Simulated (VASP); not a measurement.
# MgS (I-4m2) in VASP: further runs, part 2 of 3

VASP 6.6.1. The steps go on from the part before.

## (3) Single point, LDA (strain +0.000 along x and y, -0.030 along z)

INCAR

```
PREC = Accurate
ENCUT = 520
EDIFF = 1E-6
ISMEAR = 0
SIGMA = 0.05
LREAL = False
LASPH = True
NELM = 80
ALGO = Normal
ISIF = 2
LWAVE = False
LCHARG = True
GGA = CA
LELF = True
LVHAR = True
NBANDS = 11
```

KPOINTS

```
regular mesh
0
Gamma
  8 8 8
```

POSCAR

```
MgS
1.0
    0.0000000000      2.8331200468      2.7481264454
    2.8331200468      0.0000000000      2.7481264454
    2.8331200468      2.8331200468      0.0000000000
Mg S
1 1
Direct
    0.0000000000      0.0000000000      0.0000000000
    0.7500000000      0.7500000000      0.7500000000
```

Potentials or basis: VASP PAW LDA potentials, release 64 (Mg, S).

The run is started by

```
$ cat potpaw_LDA.64/Mg/POTCAR potpaw_LDA.64/S/POTCAR > POTCAR
$ mpirun -np 1 vasp_std > vasp.out
```

OUTCAR:

```text
PREC = Accurate
   ENCUT = 520
   EDIFF = 1E-6
   ISMEAR = 0
   LREAL = False
   LASPH = True
   NELM = 80
   ISIF = 2
   GGA = CA

 ion  position               nearest neighbor table
   1  0.000  0.000  0.000-   2 2.43   2 2.43   2 2.43   2 2.43
   2  0.750  0.750  0.750-   1 2.43   1 2.43   1 2.43   1 2.43

  LATTYP: Found a body centered tetragonal cell.
 ALAT       =     4.0066367940
 C/A-ratio  =     1.3717871555

  Lattice vectors:

 A1 = (   0.0000000000,  -2.8331200468,  -2.7481264454)
 A2 = (   0.0000000000,   2.8331200468,  -2.7481264454)
 A3 = (   2.8331200468,   0.0000000000,   2.7481264454)

Analysis of symmetry for initial positions (statically):
=====================================================================
 Subroutine PRICEL returns:
 Original cell was already a primitive cell.

 Routine SETGRP: Setting up the symmetry group for a
 body centered tetragonal supercell.

 Subroutine GETGRP returns: Found  8 space group operations
 (whereof  8 operations were pure point group operations)
 out of a pool of 16 trial point group operations.

The static configuration has the point symmetry D_2d.

Analysis of symmetry for dynamics (positions and initial velocities):
=====================================================================
 Subroutine PRICEL returns:
 Original cell was already a primitive cell.

 Routine SETGRP: Setting up the symmetry group for a
 body centered tetragonal supercell.

 Subroutine GETGRP returns: Found  8 space group operations
 (whereof  8 operations were pure point group operations)
 out of a pool of 16 trial point group operations.

The dynamic configuration has the point symmetry D_2d.

 Subroutine INISYM returns: Found  8 space group operations
 (whereof  8 operations are pure point group operations),
 and found     1 'primitive' translations

----------------------------------------------------------------------------------------

                                     Primitive cell
[... 114 lines left out ...]
  Thomas-Fermi vector in A             =   2.052612
   LORBIT       =      0    0 simple, 1 ext, 2 COOP (PROOUT), +10 PAW based schemes
   GGA     = CA    functional components
   LHFCALC =     F    Hartree Fock is set to
   AEXX    =    0.0000 exact exchange contribution
   IVDW    =     0    specifies the selected vdW correction
   LEPSILON=     F    determine dielectric tensor
   LRPA    =     F    only Hartree local field effects (RPA)
 non-spin polarized calculation
 Gauss-broadening in eV      SIGMA  =   0.05
  energy-cutoff  :      520.00
  volume of cell :       44.12
 maximum number of plane-waves:      1219
 NGX is ok and might be reduce to    30
   NGX = 15   NGY = 15   NGZ = 15

 number of electron       8.0000000 magnetization

 Free energy of the ion-electron system (eV)
  ---------------------------------------------------
  ext. energy  EPLUGINS =         0.00000000
  ---------------------------------------------------
  free energy    TOTEN  =        -9.39077416 eV

  energy without entropy =       -9.39077416  energy(sigma->0) =       -9.39077416

 E-fermi :   1.3914     XC(G=0):  -8.8693

 val. band max:        1.1262959300   @ k =   0.0000   0.0000   0.0000
 cond. band min:       4.4074330028   @ k =   0.0000   0.0000   0.0000
 fundamental gap:      3.2811370729
 Fermi energy:         1.3913896460

 k-point     1 :       0.0000    0.0000    0.0000
  band No.  band energies     occupation
      1     -10.2579      2.00000
      2       1.0510      2.00000
      3       1.0510      2.00000
      4       1.1263      2.00000
      5       4.4074      0.00000
      6       8.9087      0.00000
      7       8.9087      0.00000
      8       8.9361      0.00000
      9      11.6167      0.00000
     10      12.1158      0.00000
     11      14.6470      0.00000
[... 309 lines left out ...]
 k-point    24 :       0.3750    0.0000    0.1250
  band No.  band energies     occupation
      1      -9.6696      2.00000
      2      -1.5303      2.00000
      3       0.4909      2.00000
      4       0.6459      2.00000
      5       6.4921      0.00000
      6       8.0344      0.00000
      7       9.0039      0.00000
      8       9.4854      0.00000
      9      11.7823      0.00000
     10      13.3151      0.00000
     11      14.0480      0.00000

 [... further k-points ...]
[... 5 lines left out ...]
  --------------------------------------------------------------------------------------
  -------------------------------------------------------------------------------------
  Total       -0.2875233     -0.2875233     -0.1378034      0.0000000      0.0000000      0.0000000
  in kB      -10.4420784    -10.4420784     -5.0046505      0.0000000      0.0000000      0.0000000
  external PRESSURE =      -8.6296024 kB  Pullay stress =       0.0000000 kB

 VOLUME and BASIS-vectors are now :
 -----------------------------------------------------------------------------
  energy-cutoff  :      520.00
  volume of cell :       44.12
      direct lattice vectors                 reciprocal lattice vectors
     0.000000000  2.833120047  2.748126445    -0.176483874  0.176483874  0.181942138
     2.833120047  0.000000000  2.748126445     0.176483874 -0.176483874  0.181942138
     2.833120047  2.833120047  0.000000000     0.176483874  0.176483874 -0.181942138

 POSITION                                       TOTAL-FORCE (eV/Angst)
 -----------------------------------------------------------------------------------
      0.00000      0.00000      0.00000         0.000000      0.000000      0.000000
      4.24968      4.24968      4.12219        -0.000000     -0.000000      0.000000
 -----------------------------------------------------------------------------------
    total drift:                               -0.000000     -0.000000     -0.000000

  FREE ENERGIE OF THE ION-ELECTRON SYSTEM (eV)
  ---------------------------------------------------
  free  energy   TOTEN  =        -9.3907741585 eV

  energy  without entropy=       -9.3907741585  energy(sigma->0) =       -9.39077416
```

OSZICAR:

```text
N       E                     dE             d eps       ncg     rms          rms(c)
DAV:   1     0.241907892352E+02    0.24191E+02   -0.34327E+03  1314   0.572E+02
DAV:   2    -0.800091995487E+01   -0.32192E+02   -0.30472E+02  1598   0.102E+02
DAV:   3    -0.993455630003E+01   -0.19336E+01   -0.19305E+01  1622   0.269E+01
DAV:   4    -0.994959714246E+01   -0.15041E-01   -0.15039E-01  1570   0.284E+00
DAV:   5    -0.994976711536E+01   -0.16997E-03   -0.16997E-03  1647   0.300E-01    0.411E+00
DAV:   6    -0.944772325967E+01    0.50204E+00   -0.12489E+00  1457   0.408E+00    0.308E+00
DAV:   7    -0.939568412323E+01    0.52039E-01   -0.23301E-01  1586   0.188E+00    0.228E+00
DAV:   8    -0.939173234156E+01    0.39518E-02   -0.14646E-02  1469   0.701E-01    0.120E+00
DAV:   9    -0.939075460285E+01    0.97774E-03   -0.22379E-03  1540   0.232E-01    0.369E-01
DAV:  10    -0.939077433314E+01   -0.19730E-04   -0.65828E-05  1527   0.438E-02    0.131E-01
DAV:  11    -0.939077420840E+01    0.12474E-06   -0.37125E-05  1545   0.264E-02    0.438E-02
DAV:  12    -0.939077415849E+01    0.49907E-07   -0.86128E-07   990   0.515E-03
   1 F= -.93907742E+01 E0= -.93907742E+01  d E =-.341321E-16
```

It took 30 s on 1 thread of AMD EPYC 7R13, shared host; peak memory 0.14 GiB.

What came out:

| Item | Value |
| --- | --- |
| Free energy | -9.3908 eV |
| Pressure | -0.9 GPa |
| Band gap on the k mesh | 3.28 eV, direct |

Stress tensor (GPa, compression positive):
```
-1.04  0.00  0.00
 0.00 -1.04  0.00
 0.00  0.00 -0.50
```

Caveat: the cell differs from its parent crystal (strain +0.000 along x and y, -0.030 along z). A k mesh can miss the band edges.

## (4) Single point, LDA (strain -0.015 along x and y, +0.000 along z)

INCAR

```
PREC = Accurate ; ENCUT = 520
EDIFF = 1E-6 ; ISMEAR = 0
SIGMA = 0.05 ; LREAL = False
LASPH = True ; NELM = 60
ALGO = Normal ; ISIF = 2
LWAVE = False ; LCHARG = False
GGA = CA ; NBANDS = 11
```

KPOINTS is that of step 3.

POSCAR

```
MgS
1.0
    0.0000000000      2.7906232461      2.8331200468
    2.7906232461      0.0000000000      2.8331200468
    2.7906232461      2.7906232461      0.0000000000
Mg S
1 1
Direct
    0.0000000000      0.0000000000      0.0000000000
    0.7500000000      0.7500000000      0.7500000000
```

The run is started by

```
$ cat potpaw_LDA.64/Mg/POTCAR potpaw_LDA.64/S/POTCAR > POTCAR
$ mpirun -np 1 vasp_std > vasp.out
```

It took 34 s on 1 thread of AMD EPYC 7R13, shared host; peak memory 0.13 GiB.

It converged, with:

```yaml
Free_energy: -9.3919 eV
Pressure: -0.9 GPa
Band_gap_on_the_k_mesh: 3.32 eV, direct
```

Stress tensor (GPa, compression positive):
```
-0.75  0.00  0.00
 0.00 -0.75  0.00
 0.00  0.00 -1.07
```

Levels at points of the mesh, in eV from the valence-band top:
| k point | band 1 | band 2 | band 3 | band 4 | band 5 | band 6 | band 7 | band 8 | band 9 |
| --- | --- | --- | --- | --- | --- | --- | --- | --- | --- |
| (0.00, 0.00, 0.00) | -11.35 | -0.04 | 0.00 | 0.00 | 3.32 | 7.82 | 7.83 | 7.83 | 10.65 |
| (0.50, 0.00, 0.00) | -10.60 | -3.32 | -0.40 | -0.32 | 4.95 | 7.42 | 7.56 | 8.49 | 12.76 |
| (0.50, 0.50, 0.00) | -10.38 | -3.03 | -1.06 | -1.06 | 3.65 | 5.53 | 11.02 | 12.26 | 12.26 |
| (0.50, 0.00, 0.50) | -10.35 | -2.95 | -1.13 | -1.13 | 3.61 | 5.42 | 11.20 | 12.04 | 12.35 |

Caveat: the cell differs from its parent crystal (strain -0.015 along x and y, +0.000 along z). A k mesh can miss the band edges.

[end of part 2 of 3]
